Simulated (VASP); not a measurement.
Write the native input for VASP 6.6.1 that does the following.

- Task: single point
- Functional: PBEsol
- Potentials or basis: VASP PAW PBE potentials, release 64 (Sc_sv)
- Cutoff: 520 eV
- k mesh: 15 × 15 × 10
- Occupations: gaussian, width 0.15 eV
- Spin: no spin polarisation
- Dipole correction: no
- Further INCAR settings: ALGO = Fast; EDIFF = 1e-06; NBANDS = 18

The structure of Sc lies in POSCAR:

```
Sc
1.0
    3.2769240353      0.0000000000      0.0000000000
   -1.6384620176      2.8378994608      0.0000000000
    0.0000000000      0.0000000000      5.0823813358
Sc
2
Direct
    0.3333333333      0.6666666667      0.2500000000
    0.6666666667      0.3333333333      0.7500000000
```

The input as run:

INCAR

```
  ALGO = Fast
  EDIFF = 1E-6
  ENCUT = 520
  GGA = PS
  ISIF = 2
  ISMEAR = 0
  LASPH = True
  LCHARG = False
  LREAL = False
  LWAVE = False
  NBANDS = 18
  NELM = 100
  PREC = Accurate
  SIGMA = 0.15
```

KPOINTS

```
k-points
0
Gamma
  15 15 10
```

Potentials or basis: VASP PAW PBE potentials, release 64 (Sc_sv).

Launch:

```bash
$ cat potpaw_PBE.64/Sc_sv/POTCAR > POTCAR
$ mpirun -np 1 vasp_std > vasp.out
```

Results of the run:

```json
{
 "Pressure": "0.0 GPa",
 "Band gap on the k mesh": "zero (band 11 reaches 4.84 eV, above the bottom of band 12 at 3.26 eV)"
}
```

Caveat: the PAW data sets were made with another functional, which shifts forces and pressure a little.

It took 100 s on 1 thread of Intel Xeon 6975P-C (shared host), peak memory 0.24 GiB.
